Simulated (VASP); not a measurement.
NbTe: single point with PBE

Crystal: NbTe.

```
CELL_PARAMETERS angstrom
3.75170 0.00000 0.00000
-1.87585 3.24907 0.00000
0.00000 0.00000 3.74282
ATOMIC_POSITIONS crystal
Nb 0.00000 0.00000 0.50000
Te 0.66667 0.33333 0.00000
```

- Program: VASP 6.6.1
- Task: single point
- Functional: PBE
- Potentials or basis: VASP PAW PBE potentials, release 64 (Nb_sv, Te)
- Cutoff: 520 eV
- k mesh: 7 × 7 × 6
- Occupations: fermi-dirac, width 0.05 eV
- Spin: no spin polarisation

```
Pressure : -5.0 GPa
```

Stress tensor (GPa, compression positive):
```
-4.73  0.00  0.00
 0.00 -4.73  0.00
 0.00  0.00 -5.66
```

Levels at points of the mesh, in eV from the Fermi level:
| k point | band 7 | band 8 | band 9 | band 10 | band 11 | band 12 | band 13 | band 14 |
| --- | --- | --- | --- | --- | --- | --- | --- | --- |
| (0.00, 0.00, 0.00) | -3.02 | -2.79 | -2.31 | 0.15 | 0.15 | 2.32 | 2.32 | 2.62 |
| (0.00, 0.00, 0.50) | -2.51 | -2.51 | -0.87 | -0.87 | 0.65 | 1.60 | 1.60 | 5.11 |

Run time: 11 s on 1 thread of Intel(R) Xeon(R) Platinum 8488C (Sapphire Rapids) (shared host), peak memory 0.17 GiB.

Caveat: spin-orbit coupling is left out, which moves the levels of the heavy elements.
